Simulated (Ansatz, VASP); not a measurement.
**Mn: VASP beside Ansatz**

INCAR

```
SYSTEM = Mn
ALGO     = Normal         ! electronic algorithm
EDIFF    = 1E-6           ! SCF threshold, eV
ENCUT    = 520            ! plane-wave cutoff, eV
GGA      = RP             ! functional
ISIF     = 2              ! what is computed and relaxed
ISMEAR   = -1             ! smearing method
ISPIN    = 2              ! spin polarisation
LASPH    = .TRUE.         ! aspherical terms in the spheres
LCHARG   = .FALSE.        ! write CHGCAR
LMAXMIX  = 4              ! l up to which the mixer works
LORBIT   = 11             ! projections on sites
LREAL    = .FALSE.        ! projectors in reciprocal space
LWAVE    = .FALSE.        ! write WAVECAR
MAGMOM   = 3.148 -3.148   ! initial moments
NBANDS   = 24             ! bands
NELM     = 150            ! most SCF steps
PREC     = Accurate       ! precision mode
SIGMA    = 0.05           ! smearing width, eV
```

The input KPOINTS:

```
k-points
0
G
  17 17 17
  0 0 0
```

POSCAR

```
Mn
1.0
    3.0276958252      0.0000000000      0.0000000000
    0.0000000000      3.0276958252      0.0000000000
    0.0000000000      0.0000000000      3.0276958252
Mn
2
Direct
    0.0000000000      0.0000000000      0.0000000000
    0.5000000000      0.5000000000      0.5000000000
```

Input for Ansatz:

```yaml
crystal:
  lattice:
    - [3.0276958252, 0.0, 0.0]
    - [0.0, 3.0276958252, 0.0]
    - [0.0, 0.0, 3.0276958252]
  atoms:
    - { symbol: Mn, position: [0.0, 0.0, 0.0], spin: 3.148 }
    - { symbol: Mn, position: [0.5, 0.5, 0.5], spin: -3.148 }
hamiltonian:
  xc: rpbe
  pseudopotentials:
    kind: paw
    azcp:
      Mn: "pseudopotentials/Mn.paw.azcp"
basis:
  ecutwfc: 420
  fft_grid_basis: typed
kpoints:
  mp_grid: { grid: [17, 17, 17], shift: [0, 0, 0] }
magnetization:
  spin_polarized: true
scf:
  occupations: { method: fermi_dirac, width: 0.05 }
```

Alike in both runs: task single point; functional RPBE; k mesh 17 × 17 × 17; occupations fermi-dirac, width 0.05 eV; collinear spin.

|  | VASP | Ansatz |
| --- | --- | --- |
| version | VASP 6.6.1 | Ansatz 0.2.0 |
| potentials or method | VASP PAW PBE potentials, release 64 (Mn_pv), cutoff 520 eV | plane waves (420 eV) with PAW, scalar-relativistic |
| valence electrons in the cell | 26 | 30 |

```tsv
	VASP	Ansatz	Ansatz less VASP
net moment per atom (μB)	0.00	0.00	0.000
size of the moment on the site where the two differ most (μB)	3.19	3.14	-0.045
```

VASP's potentials were made for PBE, not for RPBE. Site moments also hang on the region over which each program counts them. VASP's potentials hold 26 valence electrons a cell and Ansatz's 30, so a difference there can come from the potentials and not from the codes.
